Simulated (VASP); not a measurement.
# SiC5 (P3m1) in VASP: notebook

Runs on SiC5. Level: PBE. Tasks: single point.

All numbers are computed with VASP 6.6.1; they aren't measurements. Logs are shortened: lines on timing, memory, paths and dates and some standing lists are left out, and cuts for length are marked.

## (1) The cell of the first run

It takes space group P3m1 (No. 156, trigonal). The conventional cell has a = 2.675 Å, b = 2.675 Å, c = 6.641 Å, α = 90.00°, β = 90.00°, γ = 120.00°. C (site symmetry 3m) has 3 C at 1.62 Å and 1 Si at 1.87 Å within 2.2 Å. C (site symmetry 3m) has 4 C at 1.50 to 1.63 Å within 2.0 Å. Within 2.0 Å of C (site symmetry 3m) lie 1 C at 1.50 Å and 3 Si at 1.72 Å. C (site symmetry 3m) has 4 C at 1.50 to 1.62 Å within 2.0 Å. C (site symmetry 3m) has 4 C at 1.50 to 1.63 Å within 2.0 Å. Within 2.3 Å of Si (site symmetry 3m) lie 4 C at 1.72 to 1.87 Å.

## (2) Single point, PBE (volume changed by -6%)

INCAR

```
PREC = Accurate
ENCUT = 520
EDIFF = 1E-7
ISMEAR = 0
SIGMA = 0.01
LREAL = False
LASPH = True
NELM = 80
ALGO = Normal
ISIF = 2
LWAVE = False
LCHARG = True
GGA = PE
LELF = True
LVHAR = True
NBANDS = 21
```

KPOINTS

```
regular mesh
0
Gamma
  9 9 4
```

POSCAR

```
SiC5
1.0
    2.6752331324      0.0000000000      0.0000000000
   -1.3376165662      2.3168198537      0.0000000000
    0.0000000000      0.0000000000      6.6405024699
C Si
5 1
Direct
    0.0000000000      0.0000000000     -0.0289241744
    0.6666666667      0.3333333333      0.6696648745
    0.3333333333      0.6666666667      0.3671593847
    0.6666666667      0.3333333333      0.8960576161
    0.3333333333      0.6666666667      0.5932959696
    0.0000000000      0.0000000000      0.2527463297
```

Potentials or basis: VASP PAW PBE potentials, release 64 (C, Si).

Launch:

```bash
> cat potpaw_PBE.64/C/POTCAR potpaw_PBE.64/Si/POTCAR > POTCAR
> mpirun -np 1 vasp_std > vasp.out
```

OUTCAR:

```text
PREC = Accurate
   ENCUT = 520
   EDIFF = 1E-7
   ISMEAR = 0
   LREAL = False
   LASPH = True
   NELM = 80
   ISIF = 2
   GGA = PE

 ion  position               nearest neighbor table
   1  0.000  0.000  0.971-   4 1.62   4 1.62   4 1.62   6 1.87
   2  0.667  0.333  0.670-   4 1.50   5 1.63   5 1.63   5 1.63
   3  0.333  0.667  0.367-   5 1.50   6 1.72   6 1.72   6 1.72
   4  0.667  0.333  0.896-   2 1.50   1 1.62   1 1.62   1 1.62
   5  0.333  0.667  0.593-   3 1.50   2 1.63   2 1.63   2 1.63
   6  0.000  0.000  0.253-   3 1.72   3 1.72   3 1.72   1 1.87

  LATTYP: Found a hexagonal cell.
 ALAT       =     2.6752331324
 C/A-ratio  =     2.4822144992

  Lattice vectors:

 A1 = (   2.6752331324,   0.0000000000,   0.0000000000)
 A2 = (  -1.3376165662,   2.3168198537,   0.0000000000)
 A3 = (   0.0000000000,   0.0000000000,   6.6405024699)

Analysis of symmetry for initial positions (statically):
=====================================================================
 Subroutine PRICEL returns:
 Original cell was already a primitive cell.

 Routine SETGRP: Setting up the symmetry group for a
 hexagonal supercell.

 Subroutine GETGRP returns: Found  6 space group operations
 (whereof  6 operations were pure point group operations)
 out of a pool of 24 trial point group operations.

The static configuration has the point symmetry C_3v.

Analysis of symmetry for dynamics (positions and initial velocities):
=====================================================================
 Subroutine PRICEL returns:
 Original cell was already a primitive cell.

 Routine SETGRP: Setting up the symmetry group for a
 hexagonal supercell.

 Subroutine GETGRP returns: Found  6 space group operations
 (whereof  6 operations were pure point group operations)
 out of a pool of 24 trial point group operations.

The dynamic configuration has the point symmetry C_3v.

 Subroutine INISYM returns: Found  6 space group operations
 (whereof  6 operations are pure point group operations),
 and found     1 'primitive' translations

----------------------------------------------------------------------------------------

                                     Primitive cell

  volume of cell :      41.1581

  direct lattice vectors                    reciprocal lattice vectors
     2.675233132  0.000000000  0.000000000     0.373799198  0.215813068  0.000000000
    -1.337616566  2.316819854  0.000000000     0.000000000  0.431626135  0.000000000
     0.000000000  0.000000000  6.640502470     0.000000000  0.000000000  0.150591014

  length of vectors
     2.675233132  2.675233132  6.640502470     0.431626135  0.431626135  0.150591014

  position of ions in fractional coordinates (direct lattice)
     0.000000000  0.000000000  0.971075826
     0.666666667  0.333333333  0.669664875
     0.333333333  0.666666667  0.367159385
     0.666666667  0.333333333  0.896057616
     0.333333333  0.666666667  0.593295970
     0.000000000  0.000000000  0.252746330

  ion indices of the primitive-cell ions
   primitive index   ion index
                 1           1
                 2           2
                 3           3
                 4           4
                 5           5
                 6           6

----------------------------------------------------------------------------------------

 KPOINTS: regular mesh

Automatic generation of k-mesh.
 Grid dimensions read from file:
 generate k-points for:    9    9    4

 Generating k-lattice:

  Cartesian coordinates                     Fractional coordinates (reciprocal lattice)
     0.041533244  0.023979230  0.000000000     0.111111111  0.000000000  0.000000000
     0.000000000  0.047958459  0.000000000     0.000000000  0.111111111  0.000000000
     0.000000000  0.000000000  0.037647753     0.000000000  0.000000000  0.250000000

  Length of vectors
     0.047958459  0.047958459  0.037647753

  Shift w.r.t. Gamma in fractional coordinates (k-lattice)
     0.000000000  0.000000000  0.000000000

 Subroutine IBZKPT returns following result:
 ===========================================

 Found     43 irreducible k-points:

 Following reciprocal coordinates:
            Coordinates               Weight
  0.000000  0.000000  0.000000      1.000000
  0.111111  0.000000  0.000000      6.000000
  0.222222  0.000000  0.000000      6.000000
  0.333333  0.000000  0.000000      6.000000
  0.444444  0.000000  0.000000      6.000000
  0.111111  0.111111  0.000000      6.000000
[... 16 lines left out ...]
  0.222222  0.111111  0.250000     12.000000
 -0.111111  0.333333  0.250000     12.000000
 [... further k-points ...]
   k-points           NKPTS =     43   k-points in BZ     NKDIM =     43   number of bands    NBANDS=     21
   number of dos      NEDOS =    301   number of ions     NIONS =      6
   total plane-waves  NPLWV =  20000
   dimension x,y,z NGX =    20 NGY =   20 NGZ =   50
   dimension x,y,z NGXF=    40 NGYF=   40 NGZF=  100
   ions per type =               5   1
   NGX,Y,Z   is equivalent  to a cutoff of  12.43, 12.43, 12.52 a.u.
   NGXF,Y,Z  is equivalent  to a cutoff of  24.86, 24.86, 25.04 a.u.
 SYSTEM =  unknown system
   PREC   = accura    normal or accurate (medium, high low for compatibility)
   ISTART =      0    job   : 0-new  1-cont  2-samecut
   ICHARG =      2    charge: 1-file 2-atom 10-const
   ISPIN  =      1    spin polarized calculation?
   LNONCOLLINEAR =      F non collinear calculations
   LSORBIT =      F    spin-orbit coupling
   LASPH  =      T    aspherical Exc in radial PAW
   ENCUT  =  520.0 eV  38.22 Ry    6.18 a.u.   4.97  4.97 12.35*2*pi/ulx,y,z
   NELM   =     80;   NELMIN=  2; NELMDL= -5     # of ELM steps
   EDIFF  = 0.1E-06   stopping-criterion for ELM
   LREAL  =      F    real-space projection
   EDIFFG = 0.1E-05   stopping-criterion for IOM
   NSW    =      0    number of steps for IOM
   IBRION =     -1    ionic relax: 0-MD 1-quasi-New 2-CG
   NFREE  =      0    steps in history (QN), initial steepest desc. (CG)
   ISIF   =      2    stress and relaxation
   ISYM   =      2    0-nonsym 1-usesym 2-fastsym
   POTIM  = 0.5000    time-step for ionic-motion
   TEBEG  =    0.0;   TEEND  =   0.0 temperature during run
   PSTRESS=    0.0 pullay stress
   NELECT =      24.0000    total number of electrons
   NUPDOWN=      -1.0000    fix difference up-down
   EMIN   =  10.00;   EMAX   =-10.00  energy-range for DOS
   EFERMI =   0.00;   METHOD = LEGACY
   ISMEAR =     0;   SIGMA  =   0.01  broadening in eV -4-tet -1-fermi 0-gaus
   EFERMI_NEDOS =   21; number of points for ismear=-14 and -15
   IALGO  =     38    algorithm
   IMIX   =      4    mixing-type and parameters
     AMIX     =   0.40;   BMIX     =  1.00
     AMIX_MAG =   1.60;   BMIX_MAG =  1.00
  volume/ion in A,a.u.               =       6.86        46.29
  Fermi-wavevector in a.u.,A,eV,Ry     =   1.367709  2.584595 25.451429  1.870627
  Thomas-Fermi vector in A             =   2.493737
   LORBIT       =      0    0 simple, 1 ext, 2 COOP (PROOUT), +10 PAW based schemes
   GGA     = PE    functional components
   LHFCALC =     F    Hartree Fock is set to
   AEXX    =    0.0000 exact exchange contribution
   IVDW    =     0    specifies the selected vdW correction
   LEPSILON=     F    determine dielectric tensor
   LRPA    =     F    only Hartree local field effects (RPA)
 non-spin polarized calculation
 Gauss-broadening in eV      SIGMA  =   0.01
  energy-cutoff  :      520.00
  volume of cell :       41.16
 maximum number of plane-waves:      1137
   NGX =  9   NGY =  9   NGZ = 25

 number of electron      23.9999999 magnetization

 Free energy of the ion-electron system (eV)
  ---------------------------------------------------
  ext. energy  EPLUGINS =         0.00000000
  ---------------------------------------------------
  free energy    TOTEN  =       -48.35926193 eV

  energy without entropy =      -48.35926193  energy(sigma->0) =      -48.35926193

 E-fermi :  10.8505     XC(G=0): -12.6575

 val. band max:       10.7145608433   @ k =   0.0000   0.0000   0.0000
 cond. band min:      12.0613290022   @ k =   0.4444   0.0000   0.0000
 fundamental gap:      1.3467681589
 Fermi energy:        10.8505432127

 k-point     1 :       0.0000    0.0000    0.0000
  band No.  band energies     occupation
      1     -10.0831      2.00000
      2      -7.5218      2.00000
      3      -6.3777      2.00000
      4       0.3591      2.00000
      5       1.8441      2.00000
      6       6.8664      2.00000
[... 13 lines left out ...]
     20      20.1298      0.00000
     21      20.6031      0.00000

 k-point     2 :       0.1111    0.0000    0.0000
  band No.  band energies     occupation
      1      -9.8142      2.00000
      2      -7.2652      2.00000
      3      -6.0988      2.00000
      4       0.5342      2.00000
      5       2.0376      2.00000
      6       5.5620      2.00000
[... 13 lines left out ...]
     20      19.4414      0.00000
     21      21.1285      0.00000

 k-point     3 :       0.2222    0.0000    0.0000
  band No.  band energies     occupation
      1      -9.0157      2.00000
      2      -6.5096      2.00000
      3      -5.2764      2.00000
      4       0.8649      2.00000
      5       2.4677      2.00000
      6       3.1270      2.00000
[... 13 lines left out ...]
     20      19.6308      0.00000
     21      20.5273      0.00000

 k-point     4 :       0.3333    0.0000    0.0000
  band No.  band energies     occupation
      1      -7.7227      2.00000
      2      -5.3304      2.00000
      3      -3.9851      2.00000
      4      -0.3318      2.00000
      5       1.2960      2.00000
      6       2.5805      2.00000
[... 13 lines left out ...]
     20      20.7514      0.00000
     21      21.7682      0.00000

 k-point     5 :       0.4444    0.0000    0.0000
  band No.  band energies     occupation
      1      -6.0819      2.00000
      2      -4.3967      2.00000
      3      -2.7511      2.00000
      4      -1.6289      2.00000
      5      -0.6994      2.00000
      6       0.8971      2.00000
[... 13 lines left out ...]
     20      21.1946      0.00000
     21      21.7505      0.00000

 k-point     6 :       0.1111    0.1111    0.0000
  band No.  band energies     occupation
      1      -9.2803      2.00000
      2      -6.7586      2.00000
      3      -5.5477      2.00000
      4       0.8114      2.00000
      5       2.3734      2.00000
      6       4.0919      2.00000
[... 13 lines left out ...]
     20      19.4222      0.00000
     21      21.3736      0.00000

 k-point     7 :       0.2222    0.1111    0.0000
  band No.  band energies     occupation
      1      -8.2323      2.00000
      2      -5.7812      2.00000
      3      -4.4829      2.00000
      4       0.5967      2.00000
      5       2.0720      2.00000
      6       2.7971      2.00000
[... 13 lines left out ...]
     20      20.1481      0.00000
     21      20.9476      0.00000
[... 291 lines left out ...]
      1      -6.0080      2.00000
      2      -4.6266      2.00000
      3      -2.4617      2.00000
      4      -1.7629      2.00000
      5      -0.8588      2.00000
      6       1.6068      2.00000
[... 13 lines left out ...]
     20      21.1604      0.00000
     21      22.1073      0.00000

 k-point    21 :       0.0000    0.4444    0.2500
  band No.  band energies     occupation
      1      -6.0377      2.00000
      2      -4.4112      2.00000
      3      -3.1556      2.00000
      4      -1.2739      2.00000
      5      -0.4610      2.00000
      6       1.3001      2.00000
[... 13 lines left out ...]
     20      21.4205      0.00000
     21      22.5766      0.00000

 k-point    22 :       0.1111    0.1111    0.2500
  band No.  band energies     occupation
      1      -9.1864      2.00000
      2      -7.3225      2.00000
      3      -4.6925      2.00000
      4      -0.5656      2.00000
      5       3.6137      2.00000
      6       4.2489      2.00000
[... 13 lines left out ...]
     20      19.6400      0.00000
     21      20.9108      0.00000

 k-point    23 :       0.2222    0.1111    0.2500
  band No.  band energies     occupation
      1      -8.1442      2.00000
      2      -6.2958      2.00000
      3      -3.6751      2.00000
      4      -0.1870      2.00000
      5       1.7075      2.00000
      6       2.9645      2.00000
[... 13 lines left out ...]
     20      20.0020      0.00000
     21      21.0134      0.00000

 k-point    24 :      -0.1111    0.3333    0.2500
  band No.  band energies     occupation
      1      -8.1464      2.00000
      2      -6.2818      2.00000
      3      -3.7234      2.00000
      4      -0.0686      2.00000
      5       1.8933      2.00000
      6       2.6906      2.00000
[... 13 lines left out ...]
     20      20.3399      0.00000
     21      21.5316      0.00000

 [... further k-points ...]

------------------------ aborting loop because EDIFF is reached ----------------------------------------

  FORCE on cell =-STRESS in cart. coord.  units (eV):
  Direction    XX          YY          ZZ          XY          YZ          ZX
  --------------------------------------------------------------------------------------
  -------------------------------------------------------------------------------------
  Total        5.4634529      5.4634529      6.2790432      0.0000000      0.0000000      0.0000000
  in kB      212.6781852    212.6781852    244.4270201      0.0000000      0.0000000      0.0000000
  external PRESSURE =     223.2611302 kB  Pullay stress =       0.0000000 kB

 VOLUME and BASIS-vectors are now :
 -----------------------------------------------------------------------------
  energy-cutoff  :      520.00
  volume of cell :       41.16
      direct lattice vectors                 reciprocal lattice vectors
     2.675233132  0.000000000  0.000000000     0.373799198  0.215813068  0.000000000
    -1.337616566  2.316819854  0.000000000     0.000000000  0.431626135  0.000000000
     0.000000000  0.000000000  6.640502470     0.000000000  0.000000000  0.150591014

 POSITION                                       TOTAL-FORCE (eV/Angst)
 -----------------------------------------------------------------------------------
      0.00000      0.00000      6.44843        -0.000000     -0.000000     -0.034106
      1.33762      0.77227      4.44691        -0.000000     -0.000000     -0.300342
     -0.00000      1.54455      2.43812         0.000000     -0.000000      0.253753
      1.33762      0.77227      5.95027         0.000000      0.000000      0.390032
     -0.00000      1.54455      3.93978        -0.000000      0.000000      0.272282
      0.00000      0.00000      1.67836         0.000000      0.000000     -0.581619
 -----------------------------------------------------------------------------------
    total drift:                               -0.000000     -0.000000      0.000113

  FREE ENERGIE OF THE ION-ELECTRON SYSTEM (eV)
  ---------------------------------------------------
  free  energy   TOTEN  =       -48.3592619337 eV

  energy  without entropy=      -48.3592619337  energy(sigma->0) =      -48.35926193
```

Run time: 18 s. Hardware: 1 thread of AMD EPYC 9R45 (Zen 5), shared host; peak memory 0.13 GiB.

Results:

```yaml
Free_energy: -48.3593 eV
Pressure: 22.3 GPa
Largest_force: 0.582 eV/Å
Band_gap_on_the_k_mesh: 1.35 eV, indirect (least direct gap 3.41 eV)
```

Forces in eV/Å, atoms in the order of the input:
```
C    0.000  0.000 -0.034
C    0.000  0.000 -0.300
C    0.000  0.000  0.254
C    0.000  0.000  0.390
C    0.000  0.000  0.272
Si   0.000  0.000 -0.582
```

Levels at points of the mesh, in eV from the valence-band top:
```tsv
k point	band 9	band 10	band 11	band 12	band 13	band 14	band 15	band 16
(0.00, 0.00, 0.00)	-2.50	-1.49	0.00	0.00	4.17	4.42	4.42	5.08
(0.00, 0.00, 0.50)	-2.44	-2.44	-0.13	-0.13	4.61	4.75	4.75	5.35
```

 A k mesh can miss the band edges.

(Continued in part 2 of 2.)
